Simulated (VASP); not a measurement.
AlN: single point with PBE

AlN:

```xyz
2
Lattice="0.0000 2.2016 2.1355 2.2016 0.0000 2.1355 2.2016 2.2016 0.0000" Properties=species:S:1:pos:R:3 pbc="T T T"
Al    0.0000    0.0000    0.0000
N     3.3024    3.3024    3.2033
```

This cell differs from its parent crystal: strain +0.000 along x and y, -0.030 along z.

| Quantity | Value |
| --- | --- |
| Program | VASP 6.6.1 |
| Task | single point |
| Functional | PBE |
| Potentials or basis | VASP PAW PBE potentials, release 64 (Al, N) |
| Cutoff | 520 eV |
| k mesh | 10 × 10 × 10 |
| Occupations | gaussian, width 0.05 eV |
| Spin | no spin polarisation |
| Dipole correction | no |
| Further INCAR settings | ALGO = Normal; EDIFF = 1e-06; NBANDS = 11 |

The pressure is 5.9 GPa. The band gap on the k mesh is 3.15 eV, indirect (least direct gap 4.17 eV).

Stress tensor (GPa, compression positive):
```
4.68 0.00 0.00
0.00 4.68 0.00
0.00 0.00 8.26
```

Levels at points of the mesh, in eV from the valence-band top:
```csv
k point,band 1,band 2,band 3,band 4,band 5,band 6,band 7,band 8,band 9
"(0.00, 0.00, 0.00)",-15.10,-0.12,-0.12,0.00,4.17,12.52,12.56,12.56,17.16
"(0.50, 0.00, 0.00)",-13.03,-5.96,-0.69,-0.44,7.32,9.83,10.83,11.44,17.94
"(0.50, 0.50, 0.00)",-12.30,-4.81,-2.03,-2.03,3.15,8.26,14.32,15.56,15.56
"(0.50, 0.00, 0.50)",-12.43,-5.10,-1.78,-1.77,3.29,8.73,13.77,15.36,16.27
```

Wall time 5.7 s on 1 thread of Intel(R) Xeon(R) 6975P-C (Granite Rapids), with other jobs on the host, peak memory 0.14 GiB.

Caveat: the cell differs from its parent crystal (strain +0.000 along x and y, -0.030 along z). A k mesh can miss the band edges.
